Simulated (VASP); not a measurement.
Write the native input for VASP 6.6.1 that does the following.

```yaml
Task: single point
Functional: PBE
Dispersion: D3(BJ)
Potentials_or_basis: VASP PAW PBE potentials, release 64 (O, H, C)
Cutoff: 520 eV
k_mesh: 1 × 1 × 1
Occupations: fermi-dirac, width 0.02 eV
Spin: no spin polarisation
Dipole_correction: no
Further_INCAR_settings: ALGO = Normal; EDIFF = 1e-06; NBANDS = 37
```

The structure of H8CO6 lies in POSCAR:

```
H8CO6
1.0
    5.7082670000      0.0000000000      0.0000000000
    0.0000000000      5.7082670000      0.0000000000
    0.0000000000      0.0000000000      5.7082670000
O H C
6 8 1
Direct
    0.0835454964      0.4526242378      0.9131317789
    0.7813229479      0.9335057383      1.1357737821
    0.4755734096      0.7560963774      0.8608392004
    0.9552986922      0.1931409305      0.5138337082
    0.4149070112      0.0050978695      0.3738262418
    0.4684083628      0.4013302111      0.3401207407
    0.0649934560      0.3710758449      0.7611592100
    0.0252090521      0.6164567985      0.9348721775
    0.9049156250      1.0203447036      1.0582546331
    0.6400015977      0.9648812853      1.0330455811
    0.4747675608      0.6913306613      0.7183966693
    0.3295921512      0.6819933265      0.9178792793
    0.9088047213      0.0632416108      0.4272224828
    0.9700141917      0.2891245276      0.3628947279
    0.4183581462      0.2078213931      0.3533121348
```

These files were run (other wordings do the same):

INCAR

```
PREC     = Accurate       # precision mode
ENCUT    = 520            # plane-wave cutoff, eV
EDIFF    = 1E-6           # SCF threshold, eV
ISMEAR   = -1             # smearing method
SIGMA    = 0.02           # smearing width, eV
LREAL    = False          # projectors in reciprocal space
LASPH    = True           # aspherical terms in the spheres
NELM     = 120            # most SCF steps
ALGO     = Normal         # electronic algorithm
ISIF     = 2              # what is computed and relaxed
LWAVE    = False          # write WAVECAR
LCHARG   = False          # write CHGCAR
GGA      = PE             # functional
IVDW     = 12             # dispersion correction
NBANDS   = 37             # bands
GGA_COMPAT= False
```

KPOINTS

```
Automatic mesh
0
Gamma
  1 1 1
```

Potentials or basis: VASP PAW PBE potentials, release 64 (O, H, C).

Run with:

```bash
$ cat potpaw_PBE.64/O/POTCAR potpaw_PBE.64/H/POTCAR potpaw_PBE.64/C/POTCAR > POTCAR
$ mpirun -np 1 vasp_gam > vasp.out
```

Results of the run:

- Pressure: 3.5 GPa
- Largest force: 5.548 eV/Å
- Band gap on the k mesh: 4.38 eV
- Dispersion energy per atom: -0.035 eV

Caveat: the k points lie up to 1.10 Å⁻¹ apart.

It took 8.7 s on 1 thread of Intel(R) Xeon(R) 6975P-C (Granite Rapids), on a shared host, peak memory 0.25 GiB.
